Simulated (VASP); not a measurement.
# LiCl (I4mm) in VASP: single point with PBEsol

Aim: the single point of LiCl with PBEsol.

Program: VASP 6.6.1. These are calculated values, not measurements. Logs are shortened: lines on timing, memory, paths and dates and some standing lists are left out, and cuts for length are marked.

## (1) The cell of the first run

The structure is tetragonal, space group I4mm (No. 107). The conventional cell has a = 3.627 Å, b = 3.627 Å, c = 5.130 Å, α = 90.00°, β = 90.00°, γ = 90.00°. Li (site symmetry 4mm) has 6 Cl at 2.41 to 2.71 Å within 3.2 Å. Within 3.2 Å of Cl (site symmetry 4mm) lie 6 Li at 2.41 to 2.71 Å.

## (2) Single point, PBEsol (one atom moved)

Input file INCAR:

```
PREC     = Accurate       # precision mode
ENCUT    = 520            # plane-wave cutoff, eV
EDIFF    = 1E-6           # SCF threshold, eV
ISMEAR   = 0              # smearing method
SIGMA    = 0.02           # smearing width, eV
LREAL    = F              # projectors in reciprocal space
LASPH    = T              # aspherical terms in the spheres
NELM     = 80             # most SCF steps
ALGO     = Normal         # electronic algorithm
ISIF     = 2              # what is computed and relaxed
LWAVE    = F              # write WAVECAR
LCHARG   = F              # write CHGCAR
GGA      = PS             # functional
NBANDS   = 12             # bands
```

Input file KPOINTS:

```
regular mesh
0
Gamma
  8 8 8
```

Input file POSCAR:

```
LiCl
1.0
    0.0000000000      2.5647600000      2.5647600000
    2.5647600000      0.0000000000      2.5647600000
    2.5647600000      2.5647600000      0.0000000000
Li Cl
1 1
Direct
    0.0000000000      0.0000000000      0.0000000000
    0.5292425022      0.4707574978      0.5292425022
```

Potentials or basis: VASP PAW PBE potentials, release 64 (Li_sv, Cl).

On the command line:

```console
$ cat potpaw_PBE.64/Li_sv/POTCAR potpaw_PBE.64/Cl/POTCAR > POTCAR
$ mpirun -np 1 vasp_std > vasp.out
```

OUTCAR:

```text
PREC = Accurate
   ENCUT = 520
   EDIFF = 1E-6
   ISMEAR = 0
   LREAL = F
   LASPH = T
   NELM = 80
   ISIF = 2
   GGA = PS

 ion  position               nearest neighbor table
   1  0.000  0.000  0.000-   2 2.41   2 2.57   2 2.57   2 2.57   2 2.57
   2  0.529  0.471  0.529-   1 2.41   1 2.57   1 2.57   1 2.57   1 2.57

  LATTYP: Found a face centered cubic cell.
 ALAT       =     5.1295200000

  Lattice vectors:

 A1 = (   0.0000000000,   2.5647600000,   2.5647600000)
 A2 = (   2.5647600000,   0.0000000000,   2.5647600000)
 A3 = (   2.5647600000,   2.5647600000,   0.0000000000)

Analysis of symmetry for initial positions (statically):
=====================================================================
 Subroutine PRICEL returns:
 Original cell was already a primitive cell.

 Routine SETGRP: Setting up the symmetry group for a
 face centered cubic supercell.

 Subroutine GETGRP returns: Found  8 space group operations
 (whereof  8 operations were pure point group operations)
 out of a pool of 48 trial point group operations.

The static configuration has the point symmetry C_4v.

Analysis of symmetry for dynamics (positions and initial velocities):
=====================================================================
 Subroutine PRICEL returns:
 Original cell was already a primitive cell.

 Routine SETGRP: Setting up the symmetry group for a
 face centered cubic supercell.

 Subroutine GETGRP returns: Found  8 space group operations
 (whereof  8 operations were pure point group operations)
 out of a pool of 48 trial point group operations.

The dynamic configuration has the point symmetry C_4v.

 Subroutine INISYM returns: Found  8 space group operations
 (whereof  8 operations are pure point group operations),
 and found     1 'primitive' translations

----------------------------------------------------------------------------------------

                                     Primitive cell

  volume of cell :      33.7420

  direct lattice vectors                    reciprocal lattice vectors
     0.000000000  2.564760000  2.564760000    -0.194950015  0.194950015  0.194950015
     2.564760000  0.000000000  2.564760000     0.194950015 -0.194950015  0.194950015
     2.564760000  2.564760000  0.000000000     0.194950015  0.194950015 -0.194950015

  length of vectors
     3.627118376  3.627118376  3.627118376     0.337663331  0.337663331  0.337663331

  position of ions in fractional coordinates (direct lattice)
     0.000000000  0.000000000  0.000000000
     0.529242502  0.470757498  0.529242502

  ion indices of the primitive-cell ions
   primitive index   ion index
                 1           1
                 2           2

----------------------------------------------------------------------------------------

 KPOINTS: regular mesh

Automatic generation of k-mesh.
 Grid dimensions read from file:
 generate k-points for:    8    8    8

 Generating k-lattice:

  Cartesian coordinates                     Fractional coordinates (reciprocal lattice)
    -0.024368752  0.024368752  0.024368752     0.125000000  0.000000000  0.000000000
     0.024368752 -0.024368752  0.024368752     0.000000000  0.125000000  0.000000000
     0.024368752  0.024368752 -0.024368752     0.000000000  0.000000000  0.125000000

  Length of vectors
     0.042207916  0.042207916  0.042207916

  Shift w.r.t. Gamma in fractional coordinates (k-lattice)
     0.000000000  0.000000000  0.000000000

 Subroutine IBZKPT returns following result:
 ===========================================

 Found     59 irreducible k-points:

 Following reciprocal coordinates:
            Coordinates               Weight
  0.000000  0.000000  0.000000      1.000000
  0.125000  0.000000  0.000000      8.000000
  0.250000  0.000000  0.000000      8.000000
  0.375000  0.000000  0.000000      8.000000
  0.500000  0.000000  0.000000      4.000000
  0.125000  0.125000  0.000000      4.000000
[... 16 lines left out ...]
  0.250000  0.000000  0.375000      8.000000
  0.500000  0.250000  0.000000     16.000000
 [... further k-points ...]
   k-points           NKPTS =     59   k-points in BZ     NKDIM =     59   number of bands    NBANDS=     12
   number of dos      NEDOS =    301   number of ions     NIONS =      2
   total plane-waves  NPLWV =  21952
   dimension x,y,z NGX =    28 NGY =   28 NGZ =   28
   dimension x,y,z NGXF=    56 NGYF=   56 NGZF=   56
   ions per type =               1   1
   NGX,Y,Z   is equivalent  to a cutoff of  12.83, 12.83, 12.83 a.u.
   NGXF,Y,Z  is equivalent  to a cutoff of  25.67, 25.67, 25.67 a.u.
 SYSTEM =  unknown system
   PREC   = accura    normal or accurate (medium, high low for compatibility)
   ISTART =      0    job   : 0-new  1-cont  2-samecut
   ICHARG =      2    charge: 1-file 2-atom 10-const
   ISPIN  =      1    spin polarized calculation?
   LNONCOLLINEAR =      F non collinear calculations
   LSORBIT =      F    spin-orbit coupling
   LASPH  =      T    aspherical Exc in radial PAW
   ENCUT  =  520.0 eV  38.22 Ry    6.18 a.u.   6.74  6.74  6.74*2*pi/ulx,y,z
   NELM   =     80;   NELMIN=  2; NELMDL= -5     # of ELM steps
   EDIFF  = 0.1E-05   stopping-criterion for ELM
   LREAL  =      F    real-space projection
   EDIFFG = 0.1E-04   stopping-criterion for IOM
   NSW    =      0    number of steps for IOM
   IBRION =     -1    ionic relax: 0-MD 1-quasi-New 2-CG
   NFREE  =      0    steps in history (QN), initial steepest desc. (CG)
   ISIF   =      2    stress and relaxation
   ISYM   =      2    0-nonsym 1-usesym 2-fastsym
   POTIM  = 0.5000    time-step for ionic-motion
   TEBEG  =    0.0;   TEEND  =   0.0 temperature during run
   PSTRESS=    0.0 pullay stress
   NELECT =      10.0000    total number of electrons
   NUPDOWN=      -1.0000    fix difference up-down
   EMIN   =  10.00;   EMAX   =-10.00  energy-range for DOS
   EFERMI =   0.00;   METHOD = LEGACY
   ISMEAR =     0;   SIGMA  =   0.02  broadening in eV -4-tet -1-fermi 0-gaus
   EFERMI_NEDOS =   21; number of points for ismear=-14 and -15
   IALGO  =     38    algorithm
   IMIX   =      4    mixing-type and parameters
     AMIX     =   0.40;   BMIX     =  1.00
     AMIX_MAG =   1.60;   BMIX_MAG =  1.00
  volume/ion in A,a.u.               =      16.87       113.85
  Fermi-wavevector in a.u.,A,eV,Ry     =   1.091486  2.062609 16.209183  1.191341
  Thomas-Fermi vector in A             =   2.227732
   LORBIT       =      0    0 simple, 1 ext, 2 COOP (PROOUT), +10 PAW based schemes
   GGA     = PS    functional components
   LHFCALC =     F    Hartree Fock is set to
   AEXX    =    0.0000 exact exchange contribution
   IVDW    =     0    specifies the selected vdW correction
   LEPSILON=     F    determine dielectric tensor
   LRPA    =     F    only Hartree local field effects (RPA)
 non-spin polarized calculation
 Gauss-broadening in eV      SIGMA  =   0.02
  energy-cutoff  :      520.00
  volume of cell :       33.74
 maximum number of plane-waves:       934
   NGX = 13   NGY = 13   NGZ = 13

 number of electron      10.0000003 magnetization

 Free energy of the ion-electron system (eV)
  ---------------------------------------------------
  ext. energy  EPLUGINS =         0.00000000
  ---------------------------------------------------
  free energy    TOTEN  =        -7.62557482 eV

  energy without entropy =       -7.62557482  energy(sigma->0) =       -7.62557482

 E-fermi :   0.7171     XC(G=0):  -8.9051

 val. band max:        0.5357533521   @ k =   0.0000   0.0000   0.0000
 cond. band min:       6.6609243091   @ k =   0.0000   0.0000   0.0000
 fundamental gap:      6.1251709570
 Fermi energy:         0.7171423865

 k-point     1 :       0.0000    0.0000    0.0000
  band No.  band energies     occupation
      1     -42.2659      2.00000
      2     -12.8639      2.00000
      3       0.5077      2.00000
      4       0.5358      2.00000
      5       0.5358      2.00000
      6       6.6609      0.00000
      7      12.2328      0.00000
      8      12.2328      0.00000
      9      12.3584      0.00000
     10      14.5421      0.00000
     11      15.0869      0.00000
     12      15.1230      0.00000

 k-point     2 :       0.1250    0.0000    0.0000
  band No.  band energies     occupation
      1     -42.2656      2.00000
      2     -12.7873      2.00000
      3      -0.0149      2.00000
      4       0.4744      2.00000
      5       0.4927      2.00000
      6       7.1279      0.00000
      7      11.4908      0.00000
      8      12.1554      0.00000
      9      12.2875      0.00000
     10      13.5323      0.00000
     11      13.6196      0.00000
     12      15.3943      0.00000

 k-point     3 :       0.2500    0.0000    0.0000
  band No.  band energies     occupation
      1     -42.2645      2.00000
      2     -12.5919      2.00000
      3      -1.0890      2.00000
      4       0.3748      2.00000
      5       0.3948      2.00000
      6       7.5610      0.00000
      7      11.1124      0.00000
      8      11.1512      0.00000
      9      11.3710      0.00000
     10      14.3531      0.00000
     11      14.3883      0.00000
     12      15.9521      0.00000

 k-point     4 :       0.3750    0.0000    0.0000
  band No.  band energies     occupation
      1     -42.2634      2.00000
      2     -12.3792      2.00000
      3      -1.9945      2.00000
      4       0.2824      2.00000
      5       0.3041      2.00000
      6       7.2940      0.00000
      7      10.2442      0.00000
      8      10.2819      0.00000
      9      12.5433      0.00000
     10      16.0639      0.00000
     11      16.1799      0.00000
     12      16.6898      0.00000

 k-point     5 :       0.5000    0.0000    0.0000
  band No.  band energies     occupation
      1     -42.2630      2.00000
      2     -12.2852      2.00000
      3      -2.3415      2.00000
      4       0.2461      2.00000
      5       0.2685      2.00000
      6       7.1117      0.00000
      7       9.9412      0.00000
      8       9.9740      0.00000
      9      13.3456      0.00000
     10      17.0306      0.00000
     11      17.6736      0.00000
     12      17.7966      0.00000
[... 228 lines left out ...]
      1     -42.2639      2.00000
      2     -12.4911      2.00000
      3      -1.0252      2.00000
      4      -0.0691      2.00000
      5      -0.0691      2.00000
      6       8.7514      0.00000
      7       9.8997      0.00000
      8      10.3860      0.00000
      9      12.9152      0.00000
     10      12.9153      0.00000
     11      16.1191      0.00000
     12      18.1452      0.00000

 k-point    22 :       0.3750    0.2500    0.0000
  band No.  band energies     occupation
      1     -42.2631      2.00000
      2     -12.3093      2.00000
      3      -1.6396      2.00000
      4      -0.3604      2.00000
      5      -0.2239      2.00000
      6       8.8891      0.00000
      7       9.6658      0.00000
      8      10.3695      0.00000
      9      12.6739      0.00000
     10      13.9595      0.00000
     11      17.1754      0.00000
     12      18.8762      0.00000

 k-point    23 :       0.2500    0.0000    0.3750
  band No.  band energies     occupation
      1     -42.2631      2.00000
      2     -12.3114      2.00000
      3      -1.6389      2.00000
      4      -0.3587      2.00000
      5      -0.2195      2.00000
      6       8.8203      0.00000
      7       9.6731      0.00000
      8      10.5349      0.00000
      9      12.6003      0.00000
     10      13.8849      0.00000
     11      17.2297      0.00000
     12      18.9909      0.00000

 k-point    24 :       0.5000    0.2500    0.0000
  band No.  band energies     occupation
      1     -42.2625      2.00000
      2     -12.1655      2.00000
      3      -2.0103      2.00000
      4      -0.7944      2.00000
      5      -0.2052      2.00000
      6       8.5269      0.00000
      7       9.9989      0.00000
      8      11.2736      0.00000
      9      11.8042      0.00000
     10      14.9577      0.00000
     11      18.1279      0.00000
     12      19.0692      0.00000

 [... further k-points ...]
[... 5 lines left out ...]
  --------------------------------------------------------------------------------------
  -------------------------------------------------------------------------------------
  Total       -0.2853563     -0.0837102     -0.2853563     -0.0000000      0.0000000     -0.0000000
  in kB      -13.5496430     -3.9748298    -13.5496430     -0.0000000      0.0000000     -0.0000000
  external PRESSURE =     -10.3580386 kB  Pullay stress =       0.0000000 kB

 VOLUME and BASIS-vectors are now :
 -----------------------------------------------------------------------------
  energy-cutoff  :      520.00
  volume of cell :       33.74
      direct lattice vectors                 reciprocal lattice vectors
     0.000000000  2.564760000  2.564760000    -0.194950015  0.194950015  0.194950015
     2.564760000  0.000000000  2.564760000     0.194950015 -0.194950015  0.194950015
     2.564760000  2.564760000  0.000000000     0.194950015  0.194950015 -0.194950015

 POSITION                                       TOTAL-FORCE (eV/Angst)
 -----------------------------------------------------------------------------------
      0.00000      0.00000      0.00000         0.000000      0.128404      0.000000
      2.56476      2.71476      2.56476         0.000000     -0.128404      0.000000
 -----------------------------------------------------------------------------------
    total drift:                               -0.000000      0.000086     -0.000000

  FREE ENERGIE OF THE ION-ELECTRON SYSTEM (eV)
  ---------------------------------------------------
  free  energy   TOTEN  =        -7.6255748231 eV

  energy  without entropy=       -7.6255748231  energy(sigma->0) =       -7.62557482
```

Wall time 24 s (1 thread of AMD EPYC 7R43 (Zen 3), shared host); peak memory 0.12 GiB.

What came out:

- Free energy: -7.6256 eV
- Largest force: 0.128 eV/Å
- Band gap on the k mesh: 6.13 eV, direct

Forces on the atoms (eV/Å):
```
Li   0.000  0.128  0.000
Cl   0.000 -0.128  0.000
```

Caveat: the cell differs from its parent crystal (one atom moved); the cutoff is under 1.25 times the usual one of these potentials, so pressure, stress and relaxed cells hold a basis-set (Pulay) error; the PAW data sets were made with another functional, which shifts forces and pressure a little. A k mesh can miss the band edges.
